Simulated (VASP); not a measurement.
# InPt3C (Pm-3m) in VASP: further runs

InPt3C is run at these levels: r2SCAN; tasks: single point.

Program: VASP 6.6.1. These are calculated values, not measurements. Logs are shortened: lines on timing, memory, paths and dates and some standing lists are left out, and cuts for length are marked.

## 1. The cell of the first run

Symmetry: Pm-3m, No. 221, cubic system. The conventional cell has a = 4.194 Å, b = 4.194 Å, c = 4.194 Å, α = 90.00°, β = 90.00°, γ = 90.00°. In (site symmetry m-3m) has 12 Pt at 2.97 Å and 8 C at 3.63 Å within 3.9 Å. C (site symmetry m-3m) has 6 Pt at 2.10 Å within 2.8 Å. Pt (site symmetry 4/mmm) has 2 C at 2.10 Å within 2.8 Å.

## 2. Single point, r2SCAN

POSCAR

```
InPt3C
1.0
    4.1943985446      0.0000000000      0.0000000000
    0.0000000000      4.1943985446      0.0000000000
    0.0000000000      0.0000000000      4.1943985446
In C Pt
1 1 3
Direct
    0.0000000000      0.0000000000      0.0000000000
    0.5000000000      0.5000000000      0.5000000000
    0.5000000000      0.5000000000      0.0000000000
    0.0000000000      0.5000000000      0.5000000000
    0.5000000000      0.0000000000      0.5000000000
```

INCAR.step1

```
PREC = Accurate
ENCUT = 520
ISMEAR = 0
SIGMA = 0.1
LREAL = False
LASPH = True
NELM = 100
NBANDS = 32
GGA = PE
ALGO = Normal
EDIFF = 1E-4
LWAVE = True
LCHARG = False
```

INCAR.step2

```
PREC = Accurate
ENCUT = 520
EDIFF = 1E-6
ISMEAR = 0
SIGMA = 0.1
LREAL = False
LASPH = True
NELM = 100
ALGO = Normal
ISIF = 2
LWAVE = False
LCHARG = True
METAGGA = R2SCAN
LMIXTAU = True
LELF = True
LVHAR = True
NBANDS = 32
ISTART = 1
```

KPOINTS

```
regular mesh
0
Gamma
  5 5 5
```

Potentials or basis: VASP PAW PBE potentials, release 64 (In_d, C, Pt).

Command:

```console
cat potpaw_PBE.64/In_d/POTCAR potpaw_PBE.64/C/POTCAR potpaw_PBE.64/Pt/POTCAR > POTCAR
cp INCAR.step1 INCAR
mpirun -np 1 vasp_std > vasp.out
cp INCAR.step2 INCAR
mpirun -np 1 vasp_std > vasp.out
```

OUTCAR:

```text
PREC = Accurate
   ENCUT = 520
   EDIFF = 1E-6
   ISMEAR = 0
   LREAL = False
   LASPH = True
   NELM = 100
   ISIF = 2
   METAGGA = R2SCAN
   ISTART = 1

 ion  position               nearest neighbor table
   1  0.000  0.000  0.000-   3 2.97   4 2.97   5 2.97   4 2.97   5 2.97   3 2.97   4 2.97   4 2.97
                             3 2.97   5 2.97   5 2.97   3 2.97
   2  0.500  0.500  0.500-   3 2.10   4 2.10   5 2.10   3 2.10   5 2.10   4 2.10
   3  0.500  0.500  0.000-   2 2.10   2 2.10   4 2.97   5 2.97   1 2.97   4 2.97   5 2.97   1 2.97
                             5 2.97   5 2.97   1 2.97   4 2.97   4 2.97   1 2.97
   4  0.000  0.500  0.500-   2 2.10   2 2.10   3 2.97   5 2.97   1 2.97   3 2.97   1 2.97   5 2.97
                             1 2.97   1 2.97   3 2.97   5 2.97   3 2.97   5 2.97
   5  0.500  0.000  0.500-   2 2.10   2 2.10   3 2.97   4 2.97   1 2.97   3 2.97   1 2.97   3 2.97
                             4 2.97   3 2.97   1 2.97   4 2.97   1 2.97   4 2.97

  LATTYP: Found a simple cubic cell.
 ALAT       =     4.1943985446

  Lattice vectors:

 A1 = (   4.1943985446,   0.0000000000,   0.0000000000)
 A2 = (   0.0000000000,   4.1943985446,   0.0000000000)
 A3 = (   0.0000000000,   0.0000000000,   4.1943985446)

Analysis of symmetry for initial positions (statically):
=====================================================================
 Subroutine PRICEL returns:
 Original cell was already a primitive cell.

 Routine SETGRP: Setting up the symmetry group for a
 simple cubic supercell.

 Subroutine GETGRP returns: Found 48 space group operations
 (whereof 48 operations were pure point group operations)
 out of a pool of 48 trial point group operations.

The static configuration has the point symmetry O_h .

Analysis of symmetry for dynamics (positions and initial velocities):
=====================================================================
 Subroutine PRICEL returns:
 Original cell was already a primitive cell.

 Routine SETGRP: Setting up the symmetry group for a
 simple cubic supercell.

 Subroutine GETGRP returns: Found 48 space group operations
 (whereof 48 operations were pure point group operations)
 out of a pool of 48 trial point group operations.

The dynamic configuration has the point symmetry O_h .

 Subroutine INISYM returns: Found 48 space group operations
 (whereof 48 operations are pure point group operations),
 and found     1 'primitive' translations

----------------------------------------------------------------------------------------

                                     Primitive cell

  volume of cell :      73.7920

  direct lattice vectors                    reciprocal lattice vectors
     4.194398545  0.000000000  0.000000000     0.238413205  0.000000000  0.000000000
     0.000000000  4.194398545  0.000000000     0.000000000  0.238413205  0.000000000
     0.000000000  0.000000000  4.194398545     0.000000000  0.000000000  0.238413205

  length of vectors
     4.194398545  4.194398545  4.194398545     0.238413205  0.238413205  0.238413205

  position of ions in fractional coordinates (direct lattice)
     0.000000000  0.000000000  0.000000000
     0.500000000  0.500000000  0.500000000
     0.500000000  0.500000000  0.000000000
     0.000000000  0.500000000  0.500000000
     0.500000000  0.000000000  0.500000000

  ion indices of the primitive-cell ions
   primitive index   ion index
                 1           1
                 2           2
                 3           3
                 4           4
                 5           5

----------------------------------------------------------------------------------------

 KPOINTS: regular mesh

Automatic generation of k-mesh.
 Grid dimensions read from file:
 generate k-points for:    5    5    5

 Generating k-lattice:

  Cartesian coordinates                     Fractional coordinates (reciprocal lattice)
     0.047682641  0.000000000  0.000000000     0.200000000  0.000000000  0.000000000
     0.000000000  0.047682641  0.000000000     0.000000000  0.200000000  0.000000000
     0.000000000  0.000000000  0.047682641     0.000000000  0.000000000  0.200000000

  Length of vectors
     0.047682641  0.047682641  0.047682641

  Shift w.r.t. Gamma in fractional coordinates (k-lattice)
     0.000000000  0.000000000  0.000000000

 Subroutine IBZKPT returns following result:
 ===========================================

 Found     10 irreducible k-points:

 Following reciprocal coordinates:
            Coordinates               Weight
  0.000000  0.000000  0.000000      1.000000
  0.200000  0.000000  0.000000      6.000000
  0.400000  0.000000  0.000000      6.000000
  0.200000  0.200000  0.000000     12.000000
  0.400000  0.200000  0.000000     24.000000
  0.400000  0.400000  0.000000     12.000000
  0.200000  0.200000  0.200000      8.000000
  0.400000  0.200000  0.200000     24.000000
  0.400000  0.400000  0.200000     24.000000
  0.400000  0.400000  0.400000      8.000000
   k-points           NKPTS =     10   k-points in BZ     NKDIM =     10   number of bands    NBANDS=     32
   number of dos      NEDOS =    301   number of ions     NIONS =      5
   total plane-waves  NPLWV =  32768
   dimension x,y,z NGX =    32 NGY =   32 NGZ =   32
   dimension x,y,z NGXF=    64 NGYF=   64 NGZF=   64
   ions per type =               1   1   3
   NGX,Y,Z   is equivalent  to a cutoff of  12.68, 12.68, 12.68 a.u.
   NGXF,Y,Z  is equivalent  to a cutoff of  25.37, 25.37, 25.37 a.u.
 SYSTEM =  unknown system
   PREC   = accura    normal or accurate (medium, high low for compatibility)
   ISTART =      1    job   : 0-new  1-cont  2-samecut
   ICHARG =      0    charge: 1-file 2-atom 10-const
   ISPIN  =      1    spin polarized calculation?
   LNONCOLLINEAR =      F non collinear calculations
   LSORBIT =      F    spin-orbit coupling
   LASPH  =      T    aspherical Exc in radial PAW
   ENCUT  =  520.0 eV  38.22 Ry    6.18 a.u.   7.80  7.80  7.80*2*pi/ulx,y,z
   NELM   =    100;   NELMIN=  2; NELMDL=  0     # of ELM steps
   EDIFF  = 0.1E-05   stopping-criterion for ELM
   LREAL  =      F    real-space projection
   EDIFFG = 0.1E-04   stopping-criterion for IOM
   NSW    =      0    number of steps for IOM
   IBRION =     -1    ionic relax: 0-MD 1-quasi-New 2-CG
   NFREE  =      0    steps in history (QN), initial steepest desc. (CG)
   ISIF   =      2    stress and relaxation
   ISYM   =      2    0-nonsym 1-usesym 2-fastsym
   POTIM  = 0.5000    time-step for ionic-motion
   TEBEG  =    0.0;   TEEND  =   0.0 temperature during run
   PSTRESS=    0.0 pullay stress
   NELECT =      47.0000    total number of electrons
   NUPDOWN=      -1.0000    fix difference up-down
   EMIN   =  10.00;   EMAX   =-10.00  energy-range for DOS
   EFERMI =   0.00;   METHOD = LEGACY
   ISMEAR =     0;   SIGMA  =   0.10  broadening in eV -4-tet -1-fermi 0-gaus
   EFERMI_NEDOS =   21; number of points for ismear=-14 and -15
   IALGO  =     38    algorithm
   IMIX   =      4    mixing-type and parameters
     AMIX     =   0.40;   BMIX     =  1.00
     AMIX_MAG =   1.60;   BMIX_MAG =  1.00
  volume/ion in A,a.u.               =      14.76        99.59
  Fermi-wavevector in a.u.,A,eV,Ry     =   1.408546  2.661766 26.993991  1.984002
  Thomas-Fermi vector in A             =   2.530693
   LORBIT       =      0    0 simple, 1 ext, 2 COOP (PROOUT), +10 PAW based schemes
   METAGGA = R2SCAN    functional components
   LHFCALC =     F    Hartree Fock is set to
   AEXX    =    0.0000 exact exchange contribution
   IVDW    =     0    specifies the selected vdW correction
   LEPSILON=     F    determine dielectric tensor
   LRPA    =     F    only Hartree local field effects (RPA)
 non-spin polarized calculation
 Gauss-broadening in eV      SIGMA  =   0.10
  energy-cutoff  :      520.00
  volume of cell :       73.79
 maximum number of plane-waves:      1993
 NGX is ok and might be reduce to    32
   NGX = 15   NGY = 15   NGZ = 15

 number of electron      47.0000017 magnetization

 Free energy of the ion-electron system (eV)
  ---------------------------------------------------
  ext. energy  EPLUGINS =         0.00000000
  ---------------------------------------------------
  free energy    TOTEN  =      -185.88501591 eV

  energy without entropy =     -185.86444255  energy(sigma->0) =     -185.87472923

 E-fermi :  10.6719     XC(G=0): -13.6957

 val. band max:       10.6473539308   @ k =   0.2000   0.2000   0.2000
 cond. band min:      11.1011038953   @ k =   0.4000   0.2000   0.0000
 fundamental gap:      0.4537499645
 Fermi energy:        10.6719421979

 k-point     1 :       0.0000    0.0000    0.0000
  band No.  band energies     occupation
      1      -5.0226      2.00000
      2      -5.0226      2.00000
      3      -5.0111      2.00000
      4      -5.0006      2.00000
      5      -5.0006      2.00000
      6      -5.0006      2.00000
[... 24 lines left out ...]
     31      17.9190      0.00000
     32      20.2197      0.00000

 k-point     2 :       0.2000    0.0000    0.0000
  band No.  band energies     occupation
      1      -5.0116      2.00000
      2      -4.9979      2.00000
      3      -4.9960      2.00000
      4      -4.9920      2.00000
      5      -4.9920      2.00000
      6      -4.7288      2.00000
[... 24 lines left out ...]
     31      19.0915      0.00000
     32      19.1244      0.00000
[... 243 lines left out ...]
     31      19.0226      0.00000
     32      20.5590      0.00000

 k-point    10 :       0.4000    0.4000    0.4000
  band No.  band energies     occupation
      1      -5.0326      2.00000
      2      -5.0302      2.00000
      3      -5.0302      2.00000
      4      -4.9180      2.00000
      5      -4.9180      2.00000
      6      -2.1828      2.00000
[... 24 lines left out ...]
     31      19.3703      0.00000
     32      21.2344      0.00000

------------------------ aborting loop because EDIFF is reached ----------------------------------------

  FORCE on cell =-STRESS in cart. coord.  units (eV):
  Direction    XX          YY          ZZ          XY          YZ          ZX
  --------------------------------------------------------------------------------------
  -------------------------------------------------------------------------------------
  Total        2.4492561      2.4492561      2.4492561     -0.0000000     -0.0000000      0.0000000
  in kB       53.1784528     53.1784528     53.1784528     -0.0000000     -0.0000000      0.0000000
  external PRESSURE =      53.1784528 kB  Pullay stress =       0.0000000 kB

 VOLUME and BASIS-vectors are now :
 -----------------------------------------------------------------------------
  energy-cutoff  :      520.00
  volume of cell :       73.79
      direct lattice vectors                 reciprocal lattice vectors
     4.194398545  0.000000000  0.000000000     0.238413205  0.000000000  0.000000000
     0.000000000  4.194398545  0.000000000     0.000000000  0.238413205  0.000000000
     0.000000000  0.000000000  4.194398545     0.000000000  0.000000000  0.238413205

 POSITION                                       TOTAL-FORCE (eV/Angst)
 -----------------------------------------------------------------------------------
      0.00000      0.00000      0.00000         0.000000      0.000000      0.000000
      2.09720      2.09720      2.09720         0.000000      0.000000      0.000000
      2.09720      2.09720      0.00000         0.000000      0.000000      0.000000
      0.00000      2.09720      2.09720         0.000000      0.000000      0.000000
      2.09720      0.00000      2.09720         0.000000      0.000000      0.000000
 -----------------------------------------------------------------------------------
    total drift:                                0.000000     -0.000000     -0.000000

  FREE ENERGIE OF THE ION-ELECTRON SYSTEM (eV)
  ---------------------------------------------------
  free  energy   TOTEN  =      -185.8850159143 eV

  energy  without entropy=     -185.8644425546  energy(sigma->0) =     -185.87472923
```

Run time: 76 s. Hardware: 1 thread of Intel Xeon 8259CL, shared host; peak memory 0.19 GiB.

Results:

```
Free energy            : -185.8850 eV
Pressure               : 5.3 GPa
Band gap on the k mesh : zero (an odd number of electrons rules out a gap without spin polarisation)
```

Levels at points of the mesh, in eV from the Fermi level:
| k point | band 22 | band 23 | band 24 | band 25 | band 26 | band 27 |
| --- | --- | --- | --- | --- | --- | --- |
| (0.00, 0.00, 0.00) | -0.90 | -0.90 | -0.90 | 1.80 | 1.80 | 1.80 |

Caveat: the cell stands under pressure; the PAW data sets were made with another functional, which shifts forces and pressure a little; spin-orbit coupling is left out, which moves the levels of the heavy elements.

## 3. Single point, r2SCAN

This run uses another cell than the first one, of 15.06 Å³/atom.

POSCAR: that of step 2 with these lines changed.

```diff
@@ -2,5 +2,5 @@
 1.0
-    4.1943985446      0.0000000000      0.0000000000
-    0.0000000000      4.1943985446      0.0000000000
-    0.0000000000      0.0000000000      4.1943985446
+    4.2227399350      0.0000000000      0.0000000000
+    0.0000000000      4.2227399350      0.0000000000
+    0.0000000000      0.0000000000      4.2227399350
 In C Pt
```

INCAR.step1

```
SYSTEM = InPt3C
  ALGO = Normal
  EDIFF = 1E-4
  ENCUT = 520
  GGA = PE
  ISMEAR = 0
  LASPH = .TRUE.
  LCHARG = .FALSE.
  LREAL = .FALSE.
  LWAVE = .TRUE.
  NBANDS = 32
  NELM = 80
  PREC = Accurate
  SIGMA = 0.1
```

INCAR.step2

```
SYSTEM = InPt3C
  ALGO = Normal
  EDIFF = 1E-6
  ENCUT = 520
  ISIF = 2
  ISMEAR = 0
  ISTART = 1
  LASPH = .TRUE.
  LCHARG = .TRUE.
  LELF = .TRUE.
  LMIXTAU = .TRUE.
  LREAL = .FALSE.
  LVHAR = .TRUE.
  LWAVE = .FALSE.
  METAGGA = R2SCAN
  NBANDS = 32
  NELM = 80
  PREC = Accurate
  SIGMA = 0.1
```

KPOINTS

```
k-points
0
G
  5 5 5
  0 0 0
```

Potentials or basis: VASP PAW PBE potentials, release 64 (In_d, C, Pt).

Command:

```console
cat potpaw_PBE.64/In_d/POTCAR potpaw_PBE.64/C/POTCAR potpaw_PBE.64/Pt/POTCAR > POTCAR
cp INCAR.step1 INCAR
mpirun -np 1 vasp_std > vasp.out
cp INCAR.step2 INCAR
mpirun -np 1 vasp_std > vasp.out
```

It took 76 s on 1 thread of Intel Xeon 8259CL, shared host; peak memory 0.2 GiB.

Results (log left out):

| Item | Value |
| --- | --- |
| Free energy | -185.9139 eV |
| Pressure | 0.7 GPa |
| Band gap on the k mesh | zero (an odd number of electrons rules out a gap without spin polarisation) |

Levels at points of the mesh, in eV from the Fermi level:
```
           k point  band 20  band 21  band 22  band 23  band 24  band 25  band 26  band 27  band 28  band 29
(0.00, 0.00, 0.00)    -2.60    -0.94    -0.88    -0.88    -0.88     1.84     1.84     1.84     2.75     4.38
```

Caveat: the PAW data sets were made with another functional, which shifts forces and pressure a little; spin-orbit coupling is left out, which moves the levels of the heavy elements.
